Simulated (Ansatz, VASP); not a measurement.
One calculation of PdRuC6N6, two programs

```
Ru Pd C N
1.0
     0.00000    5.17100    5.17100
     5.17100    0.00000    5.17100
     5.17100    5.17100    0.00000
Ru Pd C N
1 1 6 6
Cartesian
  5.1710 5.1710 5.1710
  0.0000 0.0000 0.0000
  2.0079 5.1710 5.1710
  5.1710 2.0079 5.1710
  5.1710 5.1710 2.0079
  8.3341 5.1710 5.1710
  5.1710 8.3341 5.1710
  5.1710 5.1710 8.3341
  3.1688 5.1710 5.1710
  5.1710 3.1688 5.1710
  5.1710 5.1710 3.1688
  7.1732 5.1710 5.1710
  5.1710 7.1732 5.1710
  5.1710 5.1710 7.1732
```

Alike in both runs: functional PBE; k mesh 6 × 6 × 6; occupations gaussian, width 0.02 eV; no spin polarisation.

Ansatz relaxed the structure, and its values are those at the end. VASP's run is a single point on that final structure, the one shown.

|  | VASP | Ansatz |
| --- | --- | --- |
| version | VASP 6.6.1 | Ansatz 0.2.0 |
| potentials or method | VASP PAW PBE potentials, release 64 (Ru_pv, Pd, C, N), cutoff 520 eV | scalar-relativistic, plane waves, PAW |
| valence electrons in the cell | 78 | 88 |

VASP gave:

| Item | Value |
| --- | --- |
| gap on the k mesh at the Fermi level (eV) | 1.49 |
| least direct gap on the mesh (eV) | 1.51 |
| pressure (GPa) | 0.3 |
| rms of the force components (eV/Å) | 0.230 |

Which values does Ansatz return?

gap on the k mesh at the Fermi level (eV): 1.51; least direct gap on the mesh (eV): 1.53; pressure (GPa): 0.0; rms of the force components (eV/Å): 0.005.

One of these differences is far larger than is usual between the two programs; its cause wasn't traced. VASP's potentials hold 78 valence electrons a cell and Ansatz's 88, so a difference there can come from the potentials and not from the codes. Ansatz's warnings: xc potential rough in thin density.

Noted on VASP's run: the standard files for N, O and F lose accuracy on very short bonds.
